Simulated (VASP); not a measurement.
# SiO (Pnma) in VASP: single point with PBE

Aim: the single point of SiO with PBE.

All numbers are computed with VASP 6.6.1; they aren't measurements. Logs are shortened: lines on timing, memory, paths and dates and some standing lists are left out, and cuts for length are marked.

### 1 The cell of the first run

It takes space group Pnma (No. 62, orthorhombic). The conventional cell has a = 7.477 Å, b = 2.942 Å, c = 4.341 Å, α = 90.00°, β = 90.00°, γ = 90.00°. Si (site symmetry m) has 3 O at 1.76 to 1.88 Å within 2.3 Å. O (site symmetry m) has 3 Si at 1.76 to 1.88 Å within 2.3 Å.

### 2 Single point, PBE

The input, INCAR:

```
  PREC = Accurate
  ENCUT = 520
  EDIFF = 1E-7
  ISMEAR = 0
  SIGMA = 0.02
  LREAL = False
  LASPH = True
  NELM = 80
  ALGO = Normal
  ISIF = 2
  LWAVE = False
  LCHARG = False
  GGA = PE
  NBANDS = 30
```

The input, KPOINTS:

```
Automatic mesh
0
Gamma
  6 12 8
```

The input, POSCAR:

```
SiO
1.0
    7.4765338534      0.0000000000      0.0000000000
    0.0000000000      2.9421436106      0.0000000000
    0.0000000000      0.0000000000      4.3405887118
Si O
4 4
Direct
    0.1187069893      0.2500000000      0.1021637082
    0.8812930107      0.7500000000      0.8978362918
    0.3812930107      0.7500000000      0.6021637082
    0.6187069893      0.2500000000      0.3978362918
    0.7724048864      0.2500000000      0.7057803045
    0.2275951136      0.7500000000      0.2942196955
    0.7275951136      0.7500000000      0.2057803045
    0.2724048864      0.2500000000      0.7942196955
```

Potentials or basis: VASP PAW PBE potentials, release 64 (Si, O).

The run is started by

```bash
$ cat potpaw_PBE.64/Si/POTCAR potpaw_PBE.64/O/POTCAR > POTCAR
$ mpirun -np 1 vasp_std > vasp.out
```

OUTCAR:

```text
PREC = Accurate
   ENCUT = 520
   EDIFF = 1E-7
   ISMEAR = 0
   LREAL = False
   LASPH = True
   NELM = 80
   ISIF = 2
   GGA = PE

 ion  position               nearest neighbor table
   1  0.119  0.250  0.102-   8 1.76   6 1.88   6 1.88   2 2.47   2 2.47
   2  0.881  0.750  0.898-   7 1.76   5 1.88   5 1.88   1 2.47   1 2.47
   3  0.381  0.750  0.602-   6 1.76   8 1.88   8 1.88   4 2.47   4 2.47
   4  0.619  0.250  0.398-   5 1.76   7 1.88   7 1.88   3 2.47   3 2.47
   5  0.772  0.250  0.706-   4 1.76   2 1.88   2 1.88
   6  0.228  0.750  0.294-   3 1.76   1 1.88   1 1.88
   7  0.728  0.750  0.206-   2 1.76   4 1.88   4 1.88
   8  0.272  0.250  0.794-   1 1.76   3 1.88   3 1.88

  LATTYP: Found a simple orthorhombic cell.
 ALAT       =     2.9421436106
 B/A-ratio  =     1.4753150377
 C/A-ratio  =     2.5411858981

  Lattice vectors:

 A1 = (   0.0000000000,   2.9421436106,   0.0000000000)
 A2 = (   0.0000000000,   0.0000000000,   4.3405887118)
 A3 = (   7.4765338534,   0.0000000000,   0.0000000000)

Analysis of symmetry for initial positions (statically):
=====================================================================
 Subroutine PRICEL returns:
 Original cell was already a primitive cell.

 Routine SETGRP: Setting up the symmetry group for a
 simple orthorhombic supercell.

 Subroutine GETGRP returns: Found  8 space group operations
 (whereof  2 operations were pure point group operations)
 out of a pool of  8 trial point group operations.

The static configuration has the point symmetry S_2 .
 The point group associated with its full space group is D_2h.

Analysis of symmetry for dynamics (positions and initial velocities):
=====================================================================
 Subroutine PRICEL returns:
 Original cell was already a primitive cell.

 Routine SETGRP: Setting up the symmetry group for a
 simple orthorhombic supercell.

 Subroutine GETGRP returns: Found  8 space group operations
 (whereof  2 operations were pure point group operations)
 out of a pool of  8 trial point group operations.

The dynamic configuration has the point symmetry S_2 .
 The point group associated with its full space group is D_2h.

 Subroutine INISYM returns: Found  8 space group operations
 (whereof  2 operations are pure point group operations),
 and found     1 'primitive' translations

----------------------------------------------------------------------------------------

                                     Primitive cell

  volume of cell :      95.4801

  direct lattice vectors                    reciprocal lattice vectors
     7.476533853  0.000000000  0.000000000     0.133751819  0.000000000  0.000000000
     0.000000000  2.942143611  0.000000000     0.000000000  0.339888235  0.000000000
     0.000000000  0.000000000  4.340588712     0.000000000  0.000000000  0.230383496

  length of vectors
     7.476533853  2.942143611  4.340588712     0.133751819  0.339888235  0.230383496

  position of ions in fractional coordinates (direct lattice)
     0.118706989  0.250000000  0.102163708
     0.881293011  0.750000000  0.897836292
     0.381293011  0.750000000  0.602163708
     0.618706989  0.250000000  0.397836292
     0.772404886  0.250000000  0.705780305
     0.227595114  0.750000000  0.294219695
     0.727595114  0.750000000  0.205780305
     0.272404886  0.250000000  0.794219695

  ion indices of the primitive-cell ions
   primitive index   ion index
                 1           1
                 2           2
                 3           3
                 4           4
                 5           5
                 6           6
                 7           7
                 8           8

----------------------------------------------------------------------------------------

 KPOINTS: Automatic mesh

Automatic generation of k-mesh.
 Grid dimensions read from file:
 generate k-points for:    6   12    8

 Generating k-lattice:

  Cartesian coordinates                     Fractional coordinates (reciprocal lattice)
     0.022291970  0.000000000  0.000000000     0.166666667  0.000000000  0.000000000
     0.000000000  0.028324020  0.000000000     0.000000000  0.083333333  0.000000000
     0.000000000  0.000000000  0.028797937     0.000000000  0.000000000  0.125000000

  Length of vectors
     0.022291970  0.028324020  0.028797937

  Shift w.r.t. Gamma in fractional coordinates (k-lattice)
     0.000000000  0.000000000  0.000000000

 Subroutine IBZKPT returns following result:
 ===========================================

 Found    140 irreducible k-points:

 Following reciprocal coordinates:
            Coordinates               Weight
  0.000000  0.000000  0.000000      1.000000
  0.166667  0.000000  0.000000      2.000000
  0.333333  0.000000  0.000000      2.000000
  0.500000  0.000000  0.000000      1.000000
  0.000000  0.083333  0.000000      2.000000
  0.166667  0.083333  0.000000      4.000000
[... 16 lines left out ...]
  0.333333  0.416667  0.000000      4.000000
  0.500000  0.416667  0.000000      2.000000
 [... further k-points ...]
   k-points           NKPTS =    140   k-points in BZ     NKDIM =    140   number of bands    NBANDS=     30
   number of dos      NEDOS =    301   number of ions     NIONS =      8
   total plane-waves  NPLWV =  43008
   dimension x,y,z NGX =    56 NGY =   24 NGZ =   32
   dimension x,y,z NGXF=   112 NGYF=   48 NGZF=   64
   ions per type =               4   4
   NGX,Y,Z   is equivalent  to a cutoff of  12.45, 13.56, 12.26 a.u.
   NGXF,Y,Z  is equivalent  to a cutoff of  24.90, 27.12, 24.51 a.u.
 SYSTEM =  unknown system
   PREC   = accura    normal or accurate (medium, high low for compatibility)
   ISTART =      0    job   : 0-new  1-cont  2-samecut
   ICHARG =      2    charge: 1-file 2-atom 10-const
   ISPIN  =      1    spin polarized calculation?
   LNONCOLLINEAR =      F non collinear calculations
   LSORBIT =      F    spin-orbit coupling
   LASPH  =      T    aspherical Exc in radial PAW
   ENCUT  =  520.0 eV  38.22 Ry    6.18 a.u.  13.90  5.47  8.07*2*pi/ulx,y,z
   NELM   =     80;   NELMIN=  2; NELMDL= -5     # of ELM steps
   EDIFF  = 0.1E-06   stopping-criterion for ELM
   LREAL  =      F    real-space projection
   EDIFFG = 0.1E-05   stopping-criterion for IOM
   NSW    =      0    number of steps for IOM
   IBRION =     -1    ionic relax: 0-MD 1-quasi-New 2-CG
   NFREE  =      0    steps in history (QN), initial steepest desc. (CG)
   ISIF   =      2    stress and relaxation
   ISYM   =      2    0-nonsym 1-usesym 2-fastsym
   POTIM  = 0.5000    time-step for ionic-motion
   TEBEG  =    0.0;   TEEND  =   0.0 temperature during run
   PSTRESS=    0.0 pullay stress
   NELECT =      40.0000    total number of electrons
   NUPDOWN=      -1.0000    fix difference up-down
   EMIN   =  10.00;   EMAX   =-10.00  energy-range for DOS
   EFERMI =   0.00;   METHOD = LEGACY
   ISMEAR =     0;   SIGMA  =   0.02  broadening in eV -4-tet -1-fermi 0-gaus
   EFERMI_NEDOS =   21; number of points for ismear=-14 and -15
   IALGO  =     38    algorithm
   IMIX   =      4    mixing-type and parameters
     AMIX     =   0.40;   BMIX     =  1.00
     AMIX_MAG =   1.60;   BMIX_MAG =  1.00
  volume/ion in A,a.u.               =      11.94        80.54
  Fermi-wavevector in a.u.,A,eV,Ry     =   1.224966  2.314849 20.416096  1.500541
  Thomas-Fermi vector in A             =   2.360021
   LORBIT       =      0    0 simple, 1 ext, 2 COOP (PROOUT), +10 PAW based schemes
   GGA     = PE    functional components
   LHFCALC =     F    Hartree Fock is set to
   AEXX    =    0.0000 exact exchange contribution
   IVDW    =     0    specifies the selected vdW correction
   LEPSILON=     F    determine dielectric tensor
   LRPA    =     F    only Hartree local field effects (RPA)
 non-spin polarized calculation
 Gauss-broadening in eV      SIGMA  =   0.02
  energy-cutoff  :      520.00
  volume of cell :       95.48
 maximum number of plane-waves:      2596
 NGX is ok and might be reduce to    56
   NGX = 27   NGY = 11   NGZ = 17

 number of electron      39.9999991 magnetization

 Free energy of the ion-electron system (eV)
  ---------------------------------------------------
  ext. energy  EPLUGINS =         0.00000000
  ---------------------------------------------------
  free energy    TOTEN  =       -52.71960725 eV

  energy without entropy =      -52.71960725  energy(sigma->0) =      -52.71960725

 E-fermi :   8.5781     XC(G=0): -10.5336

 val. band max:        8.4895434084   @ k =   0.3333   0.0833   0.0000
 cond. band min:       8.8299889243   @ k =   0.5000   0.2500   0.5000
 fundamental gap:      0.3404455158
 Fermi energy:         8.5780630598

 k-point     1 :       0.0000    0.0000    0.0000
  band No.  band energies     occupation
      1     -15.1272      2.00000
      2     -14.9527      2.00000
      3     -13.1085      2.00000
      4     -13.0687      2.00000
      5      -5.3119      2.00000
      6      -3.6250      2.00000
[... 22 lines left out ...]
     29      13.7992      0.00000
     30      13.9614      0.00000

 k-point     2 :       0.1667    0.0000    0.0000
  band No.  band energies     occupation
      1     -15.1162      2.00000
      2     -14.9650      2.00000
      3     -13.1058      2.00000
      4     -13.0714      2.00000
      5      -5.2290      2.00000
      6      -3.7962      2.00000
[... 22 lines left out ...]
     29      14.1000      0.00000
     30      14.2066      0.00000

 k-point     3 :       0.3333    0.0000    0.0000
  band No.  band energies     occupation
      1     -15.0853      2.00000
      2     -14.9980      2.00000
      3     -13.0984      2.00000
      4     -13.0787      2.00000
      5      -4.9896      2.00000
      6      -4.1893      2.00000
[... 22 lines left out ...]
     29      14.3710      0.00000
     30      14.5637      0.00000

 k-point     4 :       0.5000    0.0000    0.0000
  band No.  band energies     occupation
      1     -15.0422      2.00000
      2     -15.0422      2.00000
      3     -13.0884      2.00000
      4     -13.0884      2.00000
      5      -4.6236      2.00000
      6      -4.6236      2.00000
[... 22 lines left out ...]
     29      14.5756      0.00000
     30      14.5756      0.00000

 k-point     5 :       0.0000    0.0833    0.0000
  band No.  band energies     occupation
      1     -15.0705      2.00000
      2     -14.8990      2.00000
      3     -13.1050      2.00000
      4     -13.0650      2.00000
      5      -5.2258      2.00000
      6      -3.5615      2.00000
[... 22 lines left out ...]
     29      13.9042      0.00000
     30      14.0111      0.00000
[... 526 lines left out ...]
     29      14.7429      0.00000
     30      15.7740      0.00000

 k-point    22 :       0.1667    0.4167    0.0000
  band No.  band energies     occupation
      1     -13.9687      2.00000
      2     -13.8767      2.00000
      3     -13.3804      2.00000
      4     -13.3233      2.00000
      5      -3.3516      2.00000
      6      -2.7039      2.00000
[... 22 lines left out ...]
     29      14.7985      0.00000
     30      15.5770      0.00000

 k-point    23 :       0.3333    0.4167    0.0000
  band No.  band energies     occupation
      1     -13.9496      2.00000
      2     -13.8965      2.00000
      3     -13.3684      2.00000
      4     -13.3355      2.00000
      5      -3.2171      2.00000
      6      -2.8382      2.00000
[... 22 lines left out ...]
     29      14.9144      0.00000
     30      15.3094      0.00000

 k-point    24 :       0.5000    0.4167    0.0000
  band No.  band energies     occupation
      1     -13.9232      2.00000
      2     -13.9232      2.00000
      3     -13.3519      2.00000
      4     -13.3519      2.00000
      5      -3.0286      2.00000
      6      -3.0286      2.00000
[... 22 lines left out ...]
     29      15.0733      0.00000
     30      15.0733      0.00000

 [... further k-points ...]

------------------------ aborting loop because EDIFF is reached ----------------------------------------

  FORCE on cell =-STRESS in cart. coord.  units (eV):
  Direction    XX          YY          ZZ          XY          YZ          ZX
  --------------------------------------------------------------------------------------
  -------------------------------------------------------------------------------------
  Total        0.0246429      0.0665952      0.0069268      0.0000000     -0.0000000      0.0000000
  in kB        0.4135137      1.1174817      0.1162331      0.0000000     -0.0000000      0.0000000
  external PRESSURE =       0.5490762 kB  Pullay stress =       0.0000000 kB

 VOLUME and BASIS-vectors are now :
 -----------------------------------------------------------------------------
  energy-cutoff  :      520.00
  volume of cell :       95.48
      direct lattice vectors                 reciprocal lattice vectors
     7.476533853  0.000000000  0.000000000     0.133751819  0.000000000  0.000000000
     0.000000000  2.942143611  0.000000000     0.000000000  0.339888235  0.000000000
     0.000000000  0.000000000  4.340588712     0.000000000  0.000000000  0.230383496

 POSITION                                       TOTAL-FORCE (eV/Angst)
 -----------------------------------------------------------------------------------
      0.88752      0.73554      0.44345        -0.010619      0.000000      0.002280
      6.58902      2.20661      3.89714         0.010619      0.000000     -0.002280
      2.85075      2.20661      2.61374         0.010619     -0.000000      0.002280
      4.62578      0.73554      1.72684        -0.010619      0.000000     -0.002280
      5.77491      0.73554      3.06350        -0.005118      0.000000     -0.003698
      1.70162      2.20661      1.27709         0.005118     -0.000000      0.003698
      5.43989      2.20661      0.89321         0.005118      0.000000     -0.003698
      2.03664      0.73554      3.44738        -0.005118      0.000000      0.003698
 -----------------------------------------------------------------------------------
    total drift:                               -0.000000     -0.000000      0.000000

  FREE ENERGIE OF THE ION-ELECTRON SYSTEM (eV)
  ---------------------------------------------------
  free  energy   TOTEN  =       -52.7196072504 eV

  energy  without entropy=      -52.7196072504  energy(sigma->0) =      -52.71960725
```

It took 6.3 min on 1 thread of Intel Xeon 8259CL, shared host; peak memory 0.39 GiB.

What came out:

```yaml
Free_energy: -52.7196 eV
Pressure: 0.1 GPa
Largest_force: 0.011 eV/Å
Band_gap_on_the_k_mesh: 0.34 eV (least direct gap 0.46 eV)
```

Forces on the atoms (eV/Å):
```
Si  -0.011  0.000  0.002
Si   0.011  0.000 -0.002
Si   0.011  0.000  0.002
Si  -0.011  0.000 -0.002
O   -0.005  0.000 -0.004
O    0.005  0.000  0.004
O    0.005  0.000 -0.004
O   -0.005  0.000  0.004
```
